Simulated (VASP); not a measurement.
# Al (Fd-3m) in VASP: a series of runs

The runs below take Al through single point, relaxation of cell and atoms, with LDA.

Program: VASP 6.6.1. These are calculated values, not measurements. Logs are shortened: lines on timing, memory, paths and dates and some standing lists are left out, and cuts for length are marked.

### 1 The cell of the first run

Symmetry: Fd-3m, No. 227, cubic system. Conventional cell: a = 5.950 Å, b = 5.950 Å, c = 5.950 Å, α = 90.00°, β = 90.00°, γ = 90.00°. Within 3.4 Å of Al (site symmetry -43m) lie 4 Al at 2.58 Å.

This isn't the form of Al at room conditions, which is fcc.

### 2 Single point, LDA

Input file INCAR:

```
SYSTEM = Al
  PREC = Accurate
  ENCUT = 500
  EDIFF = 1E-6
  ISMEAR = -1
  SIGMA = 0.1
  LREAL = .FALSE.
  LASPH = .TRUE.
  NELM = 120
  ALGO = Normal
  ISIF = 2
  LWAVE = .FALSE.
  LCHARG = .TRUE.
  LELF = .TRUE.
  LVHAR = .TRUE.
  NBANDS = 10
  GGA_COMPAT = .FALSE.
```

Input file KPOINTS:

```
regular mesh
0
G
  8 8 8
  0 0 0
```

Input file POSCAR:

```
Al
1.0
    0.0000000000      2.9750815209      2.9750815209
    2.9750815209      0.0000000000      2.9750815209
    2.9750815209      2.9750815209      0.0000000000
Al
2
Direct
    1.0000000000      1.0000000000      1.0000000000
    0.2500000000      0.2500000000      0.2500000000
```

Potentials or basis: VASP PAW LDA potentials, release 64 (Al).

Run with:

```sh
cat potpaw_LDA.64/Al/POTCAR > POTCAR
mpirun -np 1 vasp_std > vasp.out
```

OUTCAR:

```text
SYSTEM = Al
   PREC = Accurate
   ENCUT = 500
   EDIFF = 1E-6
   ISMEAR = -1
   LREAL = .FALSE.
   LASPH = .TRUE.
   NELM = 120
   ISIF = 2

 ion  position               nearest neighbor table
   1  0.000  0.000  0.000-   2 2.58   2 2.58   2 2.58   2 2.58
   2  0.250  0.250  0.250-   1 2.58   1 2.58   1 2.58   1 2.58

  LATTYP: Found a face centered cubic cell.
 ALAT       =     5.9501630418

  Lattice vectors:

 A1 = (   0.0000000000,   2.9750815209,   2.9750815209)
 A2 = (   2.9750815209,   0.0000000000,   2.9750815209)
 A3 = (   2.9750815209,   2.9750815209,   0.0000000000)

Analysis of symmetry for initial positions (statically):
=====================================================================
 Subroutine PRICEL returns:
 Original cell was already a primitive cell.

 Routine SETGRP: Setting up the symmetry group for a
 face centered cubic supercell.

 Subroutine GETGRP returns: Found 48 space group operations
 (whereof 24 operations were pure point group operations)
 out of a pool of 48 trial point group operations.

The static configuration has the point symmetry T_d .
 The point group associated with its full space group is O_h .

Analysis of symmetry for dynamics (positions and initial velocities):
=====================================================================
 Subroutine PRICEL returns:
 Original cell was already a primitive cell.

 Routine SETGRP: Setting up the symmetry group for a
 face centered cubic supercell.

 Subroutine GETGRP returns: Found 48 space group operations
 (whereof 24 operations were pure point group operations)
 out of a pool of 48 trial point group operations.

The dynamic configuration has the point symmetry T_d .
 The point group associated with its full space group is O_h .

 Subroutine INISYM returns: Found 48 space group operations
 (whereof 24 operations are pure point group operations),
 and found     1 'primitive' translations

----------------------------------------------------------------------------------------

                                     Primitive cell

  volume of cell :      52.6655

  direct lattice vectors                    reciprocal lattice vectors
     0.000000000  2.975081521  2.975081521    -0.168062622  0.168062622  0.168062622
     2.975081521  0.000000000  2.975081521     0.168062622 -0.168062622  0.168062622
     2.975081521  2.975081521  0.000000000     0.168062622  0.168062622 -0.168062622

  length of vectors
     4.207400636  4.207400636  4.207400636     0.291093000  0.291093000  0.291093000

[... 81 lines left out ...]
   LREAL  =      F    real-space projection
   EDIFFG = 0.1E-04   stopping-criterion for IOM
   NSW    =      0    number of steps for IOM
   IBRION =     -1    ionic relax: 0-MD 1-quasi-New 2-CG
   NFREE  =      0    steps in history (QN), initial steepest desc. (CG)
   ISIF   =      2    stress and relaxation
   ISYM   =      2    0-nonsym 1-usesym 2-fastsym
   POTIM  = 0.5000    time-step for ionic-motion
   TEBEG  =    0.0;   TEEND  =   0.0 temperature during run
   PSTRESS=    0.0 pullay stress
   NELECT =       6.0000    total number of electrons
   NUPDOWN=      -1.0000    fix difference up-down
   EMIN   =  10.00;   EMAX   =-10.00  energy-range for DOS
   EFERMI =   0.00;   METHOD = LEGACY
   ISMEAR =    -1;   SIGMA  =   0.10  broadening in eV -4-tet -1-fermi 0-gaus
   EFERMI_NEDOS =   21; number of points for ismear=-14 and -15
   IALGO  =     38    algorithm
   IMIX   =      4    mixing-type and parameters
     AMIX     =   0.40;   BMIX     =  1.00
     AMIX_MAG =   1.60;   BMIX_MAG =  1.00
  volume/ion in A,a.u.               =      26.33       177.70
  Fermi-wavevector in a.u.,A,eV,Ry     =   0.793627  1.499737  8.569543  0.629844
  Thomas-Fermi vector in A             =   1.899600
   LORBIT       =      0    0 simple, 1 ext, 2 COOP (PROOUT), +10 PAW based schemes
   GGA     = CA    functional components
   LHFCALC =     F    Hartree Fock is set to
   AEXX    =    0.0000 exact exchange contribution
   IVDW    =     0    specifies the selected vdW correction
   LEPSILON=     F    determine dielectric tensor
   LRPA    =     F    only Hartree local field effects (RPA)
 non-spin polarized calculation
  energy-cutoff  :      500.00
  volume of cell :       52.67
 maximum number of plane-waves:      1363
   NGX = 15   NGY = 15   NGZ = 15

 number of electron       6.0000000 magnetization

 Free energy of the ion-electron system (eV)
  ---------------------------------------------------
  ext. energy  EPLUGINS =         0.00000000
  ---------------------------------------------------
  free energy    TOTEN  =        -6.79756560 eV

  energy without entropy =       -6.74730559  energy(sigma->0) =       -6.77243560

 E-fermi :   2.9312     XC(G=0):  -8.4521

 val. band max:        2.9024868442   @ k =  -0.3750   0.3750   0.0000
 cond. band min:       2.9692928064   @ k =  -0.2500   0.1250   0.0000
 fundamental gap:      0.0668059622
 Fermi energy:         2.9311671040

 k-point     1 :       0.0000    0.0000    0.0000
  band No.  band energies     occupation
      1      -5.1307      2.00000
      2       5.1046      0.00000
      3       5.1046      0.00000
      4       5.1046      0.00000
      5       6.9490      0.00000
      6       6.9490      0.00000
      7       6.9490      0.00000
      8       8.4187      0.00000
      9      10.8429      0.00000
     10      10.9404      0.00000
[... 287 lines left out ...]
 k-point    24 :      -0.3750    0.2500    0.1250
  band No.  band energies     occupation
      1      -2.5578      2.00000
      2      -0.7783      2.00000
      3       1.9701      1.99987
      4       3.0814      0.36426
      5       7.1246      0.00000
      6       7.3640      0.00000
      7       9.7533      0.00000
      8      10.6794      0.00000
      9      11.0149      0.00000
     10      13.2664      0.00000

 [... further k-points ...]
[... 5 lines left out ...]
  --------------------------------------------------------------------------------------
  -------------------------------------------------------------------------------------
  Total        0.0190185      0.0190185      0.0190185      0.0000000      0.0000000      0.0000000
  in kB        0.5785768      0.5785768      0.5785768      0.0000000      0.0000000      0.0000000
  external PRESSURE =       0.5785768 kB  Pullay stress =       0.0000000 kB

 VOLUME and BASIS-vectors are now :
 -----------------------------------------------------------------------------
  energy-cutoff  :      500.00
  volume of cell :       52.67
      direct lattice vectors                 reciprocal lattice vectors
     0.000000000  2.975081521  2.975081521    -0.168062622  0.168062622  0.168062622
     2.975081521  0.000000000  2.975081521     0.168062622 -0.168062622  0.168062622
     2.975081521  2.975081521  0.000000000     0.168062622  0.168062622 -0.168062622

 POSITION                                       TOTAL-FORCE (eV/Angst)
 -----------------------------------------------------------------------------------
      0.00000      0.00000      0.00000        -0.000000     -0.000000     -0.000000
      1.48754      1.48754      1.48754         0.000000      0.000000      0.000000
 -----------------------------------------------------------------------------------
    total drift:                               -0.000000      0.000000      0.000000

  FREE ENERGIE OF THE ION-ELECTRON SYSTEM (eV)
  ---------------------------------------------------
  free  energy   TOTEN  =        -6.7975656030 eV

  energy  without entropy=       -6.7473055931  energy(sigma->0) =       -6.77243560
```

Wall time 25 s (1 thread of AMD EPYC 7R43 (Zen 3), shared host); peak memory 0.11 GiB.

What came out:

* Free energy: -6.7976 eV
* Pressure: 0.1 GPa
* Band gap on the k mesh: zero (bands 3 and 4 overlap by 3.65 eV)

### 3 Relaxation of cell and atoms, LDA

This run uses another cell than the first one, of 21.60 Å³/atom.

Input file INCAR:

```
ALGO     = Normal         # electronic algorithm
EDIFF    = 1E-7           # SCF threshold, eV
EDIFFG   = -0.03          # ionic threshold
ENCUT    = 500            # plane-wave cutoff, eV
GGA_COMPAT= False        
IBRION   = 2              # ionic algorithm
ISIF     = 3              # what is computed and relaxed
ISMEAR   = -1             # smearing method
LASPH    = True           # aspherical terms in the spheres
LCHARG   = False          # write CHGCAR
LREAL    = False          # projectors in reciprocal space
LWAVE    = False          # write WAVECAR
NELM     = 120            # most SCF steps
NELMIN   = 4            
NSW      = 60             # ionic steps
PREC     = Accurate       # precision mode
SIGMA    = 0.1            # smearing width, eV
```

Input file KPOINTS:

```
k-points
0
Gamma
  8 8 8
```

Input file POSCAR:

```
Al
1.0
    0.0000000000      2.7850000000      2.7850000000
    2.7850000000      0.0000000000      2.7850000000
    2.7850000000      2.7850000000      0.0000000000
Al
2
Direct
    1.0000000000      1.0000000000      1.0000000000
    0.2500000000      0.2500000000      0.2500000000
```

Potentials or basis: VASP PAW LDA potentials, release 64 (Al).

Run with:

```sh
cat potpaw_LDA.64/Al/POTCAR > POTCAR
mpirun -np 1 vasp_std > vasp.out
```

Run time: 45 s. Hardware: 1 thread of AMD EPYC 7R43 (Zen 3), shared host; peak memory 0.1 GiB.

It converged, with:

- Free energy: -6.7972 eV
- Relaxed volume: 26.32 Å³/atom
- Relaxed cell: a = 4.207 Å, b = 4.207 Å, c = 4.207 Å, α = 60.00°, β = 60.00°, γ = 60.00°
- Space group after relaxing (to 0.1 Å): Fd-3m (No. 227)
- Energy gained by relaxing: 155.3 meV/atom
- Ionic steps: 3
- Pressure after relaxing: 0.1 GPa
- Band gap on the k mesh: zero (bands 3 and 4 overlap by 3.65 eV)

The path:
```
step  energy change (eV)  largest force (eV/Å)  pressure (GPa)  volume (Å³)
   1              0.0000                0.0000           12.31        43.20
   2             -0.3039                0.0000           -1.22        54.43
   3             -0.3106                0.0000            0.08        52.64
```

Final structure:
```
CELL_PARAMETERS angstrom
0.00000 2.97467 2.97467
2.97467 0.00000 2.97467
2.97467 2.97467 0.00000
ATOMIC_POSITIONS crystal
Al 0.00000 0.00000 0.00000
Al 0.25000 0.25000 0.25000
```

Levels at points of the mesh, in eV from the Fermi level:
```tsv
k point	band 1	band 2	band 3	band 4	band 5	band 6	band 7
(0.00, 0.00, 0.00)	-8.06	2.17	2.17	2.17	4.02	4.02	4.02
(0.50, 0.00, 0.00)	-5.96	-3.97	1.13	1.13	3.33	4.43	4.43
(0.50, 0.50, 0.00)	-4.43	-4.43	-0.41	-0.41	2.07	2.07	10.82
```

Caveat: the volume moved by over 15 % at a fixed basis, so the end points are rough.
